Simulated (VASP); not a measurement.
Runs of VASP 6.6.1 on Au. The structure is that of space group P6_3/mmc (No. 194), or close to it. The cells are those of the table. 

```csv
cell,gap on the mesh (eV),pressure (GPa)
"a = 2.942, b = 2.942, c = 9.980 Å, angles 90.0, 90.0, 120.0°, 4 atoms",none,(a)
"a = 3.021, b = 3.021, c = 10.250 Å, angles 90.0, 90.0, 120.0°, 4 atoms",none,-3.1
"a = 2.858, b = 2.858, c = 9.695 Å, angles 90.0, 90.0, 120.0°, 4 atoms",none,20.0
"a = 2.900, b = 2.900, c = 9.839 Å, angles 90.0, 90.0, 120.0°, 4 atoms",none,(b)
"a = 2.982, b = 2.982, c = 10.117 Å, angles 90.0, 90.0, 120.0°, 4 atoms",none,0.6
```

Alike in all rows: task single point; level BLYP; potentials or basis VASP PAW PBE potentials, release 64 (Au); no spin polarisation; k mesh 14 × 14 × 4; cutoff (eV) 520; smearing fermi-dirac 0.1 eV.

**Question.** Fill in the values left out.

**Answer.** (a) 5.4; (b) 11.7.

Caveats: the PAW data sets were made with another functional, which shifts forces and pressure a little; spin-orbit coupling is left out, which moves the levels of the heavy elements.

A k mesh can miss the band edges, and the runs leave out spin-orbit coupling on Au.

A gap of «none» marks levels without a gap at the run's occupations.
